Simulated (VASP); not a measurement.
Wanted: the native input for a VASP 6.6.1 run.

```yaml
Task: single point
Functional: HSE06
Potentials_or_basis: VASP PAW PBE potentials, release 64 (Al, N)
Cutoff: 520 eV
k_mesh: 4 × 4 × 4
Occupations: fermi-dirac, width 0.05 eV
Spin: no spin polarisation
Dipole_correction: no
Grid_for_exact_exchange_PRECFOCK: Normal
Further_INCAR_settings: ALGO = Normal; EDIFF = 1e-07; NBANDS = 11
Screening_parameter: 0.2079 1/Å
```

AlN (zinc blende type):

```
Al N
1.0
     0.00000    2.18523    2.18523
     2.18523    0.00000    2.18523
     2.18523    2.18523    0.00000
Al N
1 1
Direct
  0.00000 0.00000 0.00000
  0.25000 0.25000 0.25000
```

One way to write it, as run:

POSCAR

```
AlN
1.0
    0.0000000000      2.1852344544      2.1852344544
    2.1852344544      0.0000000000      2.1852344544
    2.1852344544      2.1852344544      0.0000000000
Al N
1 1
Direct
    0.0000000000      0.0000000000      0.0000000000
    0.2500000000      0.2500000000      0.2500000000
```

INCAR.step1

```
ALGO = Normal
EDIFF = 1E-5
ENCUT = 520
GGA = PE
ISIF = 2
ISMEAR = -1
LASPH = True
LCHARG = False
LREAL = False
LWAVE = True
NBANDS = 11
NELM = 60
PREC = Accurate
SIGMA = 0.05
```

INCAR.step2

```
ALGO = Normal
EDIFF = 1E-7
ENCUT = 520
GGA = PE
HFSCREEN = 0.2079
ISIF = 2
ISMEAR = -1
ISTART = 1
LASPH = True
LCHARG = False
LHFCALC = True
LREAL = False
LWAVE = False
NBANDS = 11
NELM = 60
PREC = Accurate
PRECFOCK = Normal
SIGMA = 0.05
```

KPOINTS

```
k-points
0
Gamma
  4 4 4
```

Potentials or basis: VASP PAW PBE potentials, release 64 (Al, N).

Command:

```console
$ cat potpaw_PBE.64/Al/POTCAR potpaw_PBE.64/N/POTCAR > POTCAR
$ cp INCAR.step1 INCAR
$ mpirun -np 1 vasp_std > vasp.out
$ cp INCAR.step2 INCAR
$ mpirun -np 1 vasp_std > vasp.out
```

It gave:

```
Pressure               : -0.9 GPa
Band gap on the k mesh : 4.55 eV, indirect (least direct gap 5.55 eV)
```

Caveat: the k points lie up to 0.62 Å⁻¹ apart; the PAW data sets were made with another functional, which shifts forces and pressure a little.

It took 3.5 min on 1 thread of AMD EPYC 7571 (shared host), peak memory 0.2 GiB.
